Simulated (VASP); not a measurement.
A run of VASP 6.6.1:

File POSCAR:

```
CuI
1.0
    0.0000000000      3.0120429050      3.0120429050
    3.0120429050      0.0000000000      3.0120429050
    3.0120429050      3.0120429050      0.0000000000
Cu I
1 1
Direct
    0.2500000000      0.2500000000      0.2500000000
    0.0000000000      0.0000000000      0.0000000000
```

Contents of INCAR.step1:

```
SYSTEM = CuI
PREC = Accurate ; ENCUT = 520
EDIFF = 1E-5 ; ISMEAR = -1
SIGMA = 0.2 ; LREAL = .False.
LASPH = .True. ; NELM = 60
ALGO = Normal ; ISIF = 2
LWAVE = .True. ; GGA = PE
NBANDS = 16
```

INCAR.step2

```
SYSTEM = CuI
PREC = Accurate ; ENCUT = 520
EDIFF = 1E-7 ; ISMEAR = -1
SIGMA = 0.2 ; LREAL = .False.
LASPH = .True. ; NELM = 60
ALGO = Normal ; ISIF = 2
LWAVE = .False. ; LCHARG = .True.
GGA = PE ; LHFCALC = .True.
HFSCREEN = 0.2079 ; PRECFOCK = Normal
LELF = .True. ; LVHAR = .True.
ISTART = 1 ; NBANDS = 16
```

KPOINTS

```
Automatic mesh
0
Gamma
  4 4 4
  0 0 0
```

Potentials or basis: VASP PAW PBE potentials, release 64 (Cu, I).

Run with:

```bash
$ cat potpaw_PBE.64/Cu/POTCAR potpaw_PBE.64/I/POTCAR > POTCAR
$ cp INCAR.step1 INCAR
$ mpirun -np 1 vasp_std > vasp.out
$ cp INCAR.step2 INCAR
$ mpirun -np 1 vasp_std > vasp.out
```

Hardware: 1 thread of AMD EPYC 7R13 Processor (Zen 3), on a shared host.

Q: How long does it take, and how much memory?

A: Wall time 25 min on 1 thread of AMD EPYC 7R13 Processor (Zen 3), with other jobs on the host, peak memory 0.26 GiB. Counts: k points 8.
